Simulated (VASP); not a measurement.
# I (Cmce) in VASP: notebook, part 2 of 2

VASP 6.6.1.

## (3) Single point, PBE

File INCAR:

```
SYSTEM = I
ALGO = Normal
EDIFF = 1E-6
ENCUT = 520
GGA = PE
ISIF = 2
ISMEAR = -1
LASPH = .True.
LCHARG = .False.
LREAL = .False.
LWAVE = .False.
NBANDS = 22
NELM = 60
PREC = Accurate
SIGMA = 0.05
```

File KPOINTS:

```
k-points
0
Gamma
  8 8 4
  0 0 0
```

File POSCAR:

```
I
1.0
    4.4691335775     -2.3015586197      0.0000000000
    4.4691335775      2.3015586197      0.0000000000
    0.0000000000      0.0000000000      9.8759877929
I
4
Direct
    0.8427352896      0.1572647104      0.1220149726
    0.6572647104      0.3427352896      0.6220149726
    0.1572647104      0.8427352896      0.8779850274
    0.3427352896      0.6572647104      0.3779850274
```

Potentials or basis: VASP PAW PBE potentials, release 64 (I).

Launch:

```
> cat potpaw_PBE.64/I/POTCAR > POTCAR
> mpirun -np 1 vasp_std > vasp.out
```

It took 2.5 min on 1 thread of Intel Xeon 6975P-C (Granite Rapids), shared host; peak memory 0.46 GiB.

The run converged. Its results:

```yaml
Free_energy: -6.0927 eV
Pressure: 0.0 GPa
Largest_force: 0.015 eV/Å
Band_gap_on_the_k_mesh: 1.00 eV (least direct gap 1.05 eV)
```

Forces in eV/Å, atoms in the order of the input:
```
I    0.000 -0.002 -0.015
I    0.000  0.002 -0.015
I    0.000  0.002  0.015
I    0.000 -0.002  0.015
```

Stress tensor (GPa, compression positive):
```
 0.03  0.00  0.00
 0.00 -0.03  0.00
 0.00  0.00 -0.14
```

Levels at points of the mesh, in eV from the valence-band top:
```csv
k point,band 11,band 12,band 13,band 14,band 15,band 16,band 17,band 18
"(0.00, 0.00, 0.00)",-1.28,-0.76,-0.56,0.00,1.05,1.89,4.65,5.25
"(0.50, 0.00, 0.00)",-1.44,-1.44,-0.70,-0.70,2.12,2.12,5.49,5.49
"(0.50, 0.50, 0.00)",-1.54,-1.32,-0.60,-0.16,1.03,1.82,5.22,6.24
"(0.00, 0.00, 0.50)",-0.87,-0.87,-0.30,-0.30,1.30,1.30,5.09,5.09
"(0.50, 0.00, 0.50)",-0.74,-0.74,-0.05,-0.05,1.37,1.37,5.83,5.83
"(0.50, 0.50, 0.50)",-0.94,-0.94,-0.71,-0.71,1.27,1.27,6.13,6.13
```

Caveat: spin-orbit coupling is left out, which moves the levels of the heavy elements.

## (4) Single point, PBE

File INCAR:

```
SYSTEM = I
  PREC = Accurate
  ENCUT = 520
  EDIFF = 1E-6
  ISMEAR = -1
  SIGMA = 0.01
  LREAL = .FALSE.
  LASPH = .TRUE.
  NELM = 100
  ALGO = Normal
  ISIF = 2
  LWAVE = .FALSE.
  LCHARG = .TRUE.
  GGA = PE
  LELF = .TRUE.
  LVHAR = .TRUE.
  NBANDS = 22
```

File KPOINTS:

```
Automatic mesh
0
G
  8 8 4
  0 0 0
```

POSCAR is that of step 3.

Potentials or basis: VASP PAW PBE potentials, release 64 (I).

Launch:

```
> cat potpaw_PBE.64/I/POTCAR > POTCAR
> mpirun -np 1 vasp_std > vasp.out
```

OUTCAR:

```text
SYSTEM = I
   PREC = Accurate
   ENCUT = 520
   EDIFF = 1E-6
   ISMEAR = -1
   LREAL = .FALSE.
   LASPH = .TRUE.
   NELM = 100
   ISIF = 2
   GGA = PE

 ion  position               nearest neighbor table
   1  0.843  0.157  0.122-   3 2.81   4 3.42   4 3.42
   2  0.657  0.343  0.622-   4 2.81   3 3.42   3 3.42
   3  0.157  0.843  0.878-   1 2.81   2 3.42   2 3.42
   4  0.343  0.657  0.378-   2 2.81   1 3.42   1 3.42

  LATTYP: Found a base centered orthorhombic cell.
 ALAT       =     4.6031172394
 B/A-ratio  =     1.9417856835
 C/A-ratio  =     2.1454999469

  Lattice vectors:

 A1 = (  -4.4691335775,  -2.3015586197,   0.0000000000)
 A2 = (   4.4691335775,  -2.3015586197,   0.0000000000)
 A3 = (   0.0000000000,   0.0000000000,   9.8759877929)

Analysis of symmetry for initial positions (statically):
=====================================================================
 Subroutine PRICEL returns:
 Original cell was already a primitive cell.

 Routine SETGRP: Setting up the symmetry group for a
 base centered orthorhombic supercell.

[... 170 lines left out ...]
  energy without entropy =       -6.09268723  energy(sigma->0) =       -6.09268723

 E-fermi :   1.3262     XC(G=0):  -7.1628

 val. band max:        1.1233850049   @ k =   0.0000   0.0000   0.0000
 cond. band min:       2.1249276960   @ k =   0.1250   0.0000   0.0000
 fundamental gap:      1.0015426910
 Fermi energy:         1.3261652136

 k-point     1 :       0.0000    0.0000    0.0000
  band No.  band energies     occupation
      1     -12.0961      2.00000
      2     -11.4589      2.00000
      3     -10.5687      2.00000
      4      -9.4550      2.00000
      5      -3.1698      2.00000
      6      -1.8462      2.00000
[... 589 lines left out ...]
     21       8.2390      0.00000
     22       8.3815      0.00000

 [... further k-points ...]

------------------------ aborting loop because EDIFF is reached ----------------------------------------

  FORCE on cell =-STRESS in cart. coord.  units (eV):
  Direction    XX          YY          ZZ          XY          YZ          ZX
  --------------------------------------------------------------------------------------
  -------------------------------------------------------------------------------------
  Total        0.0338971     -0.0436551     -0.1784410      0.0000000      0.0000000      0.0000000
  in kB        0.2673116     -0.3442623     -1.4071788      0.0000000      0.0000000      0.0000000
  external PRESSURE =      -0.4947098 kB  Pullay stress =       0.0000000 kB

 VOLUME and BASIS-vectors are now :
 -----------------------------------------------------------------------------
  energy-cutoff  :      520.00
  volume of cell :      203.17
      direct lattice vectors                 reciprocal lattice vectors
     4.469133578 -2.301558620  0.000000000     0.111878509 -0.217244087  0.000000000
     4.469133578  2.301558620  0.000000000     0.111878509  0.217244087  0.000000000
     0.000000000  0.000000000  9.875987793     0.000000000  0.000000000  0.101255694

 POSITION                                       TOTAL-FORCE (eV/Angst)
 -----------------------------------------------------------------------------------
      4.46913     -1.57765      1.20502         0.000000     -0.001907     -0.015051
      4.46913     -0.72391      6.14301         0.000000      0.001907     -0.015051
      4.46913      1.57765      8.67097         0.000000      0.001907      0.015051
      4.46913      0.72391      3.73298         0.000000     -0.001907      0.015051
 -----------------------------------------------------------------------------------
    total drift:                                0.000000     -0.000000      0.000000

  FREE ENERGIE OF THE ION-ELECTRON SYSTEM (eV)
  ---------------------------------------------------
  free  energy   TOTEN  =        -6.0926872288 eV

  energy  without entropy=       -6.0926872288  energy(sigma->0) =       -6.09268723
```

stdout:

```text
POSCAR found type information on POSCAR I
 POSCAR found :  1 types and       4 ions
 scaLAPACK will be used
 LDA part: xc-table for (Slater+PW92), standard interpolation
 POSCAR, INCAR and KPOINTS ok, starting setup
 FFT: planning ... GRIDC
 FFT: planning ... GRID_SOFT
 FFT: planning ... GRID
 WAVECAR not read
 entering main loop
```

Run time: 2.5 min. Hardware: 1 thread of Intel Xeon 6975P-C (Granite Rapids), shared host; peak memory 0.46 GiB.

What came out:

```
Free energy            : -6.0927 eV
Pressure               : 0.0 GPa
Largest force          : 0.015 eV/Å
Band gap on the k mesh : 1.00 eV (least direct gap 1.05 eV)
```

Forces in eV/Å, atoms in the order of the input:
```
I    0.000 -0.002 -0.015
I    0.000  0.002 -0.015
I    0.000  0.002  0.015
I    0.000 -0.002  0.015
```

Stress tensor (GPa, compression positive):
```
 0.03  0.00  0.00
 0.00 -0.03  0.00
 0.00  0.00 -0.14
```

Levels at points of the mesh, in eV from the valence-band top:
```csv
k point,band 12,band 13,band 14,band 15,band 16,band 17
"(0.00, 0.00, 0.00)",-0.76,-0.56,0.00,1.05,1.89,4.65
"(0.50, 0.00, 0.00)",-1.44,-0.70,-0.70,2.12,2.12,5.49
"(0.50, 0.50, 0.00)",-1.32,-0.60,-0.16,1.03,1.82,5.22
"(0.00, 0.00, 0.50)",-0.87,-0.30,-0.30,1.30,1.30,5.09
"(0.50, 0.00, 0.50)",-0.74,-0.05,-0.05,1.37,1.37,5.83
"(0.50, 0.50, 0.50)",-0.94,-0.71,-0.71,1.27,1.27,6.13
```

Caveat: spin-orbit coupling is left out, which moves the levels of the heavy elements.

## (5) Overview

```csv
k mesh,smearing,gap on the mesh (eV),pressure (GPa),largest force (eV/Å)
7 × 7 × 3,fermi-dirac 0.05 eV,1.02,-0.1,0.02
8 × 8 × 4,fermi-dirac 0.05 eV,1.00,0.0,0.02
8 × 8 × 4,fermi-dirac 0.01 eV,1.00,0.0,0.02
```

Alike in all rows: task single point; level PBE; potentials or basis VASP PAW PBE potentials, release 64 (I); no spin polarisation; cell as given; cutoff (eV) 520.

Caveats: spin-orbit coupling is left out, which moves the levels of the heavy elements; an odd mesh through Γ misses points on the zone boundary, where band edges can lie (at least some runs).

Total energies depend on the potentials used, so only differences within one code and one set of settings carry meaning.
